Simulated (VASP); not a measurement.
A run of VASP 6.6.1:

Contents of INCAR:

```
ALGO = Fast ; EDIFF = 1E-6
ENCUT = 520 ; GGA = PS
ISIF = 2 ; ISMEAR = 0
LASPH = T ; LCHARG = F
LREAL = F ; LWAVE = F
NBANDS = 24 ; NELM = 60
PREC = Accurate ; SIGMA = 0.15
```

KPOINTS

```
k-points
0
Gamma
  14 14 14
```

Contents of POSCAR:

```
AlNi3
1.0
    0.0000000000      2.7984078593      2.7984078593
    2.7984078593      0.0000000000      2.7984078593
    2.7984078593      2.7984078593      0.0000000000
Al Ni
1 3
Direct
    0.5183067645      0.4816932355      0.4816932355
    0.2658928771      0.2341071229      0.2341071229
   -0.0402014308      0.0402014308      0.0402014308
    0.7658928771      0.7341071229      0.7341071229
```

Potentials or basis: VASP PAW PBE potentials, release 64 (Al, Ni).

Command:

```console
$ cat potpaw_PBE.64/Al/POTCAR potpaw_PBE.64/Ni/POTCAR > POTCAR
$ mpirun -np 1 vasp_std > vasp.out
```

Hardware: 1 thread of AMD EPYC 9R45 96-Core Processor (Zen 5), on a shared host.

How long does it take, and how much memory?

It took 2.3 min on 1 thread of AMD EPYC 9R45 96-Core Processor (Zen 5), with other jobs on the host, peak memory 0.31 GiB. Counts: scf iterations 17, k points 244.
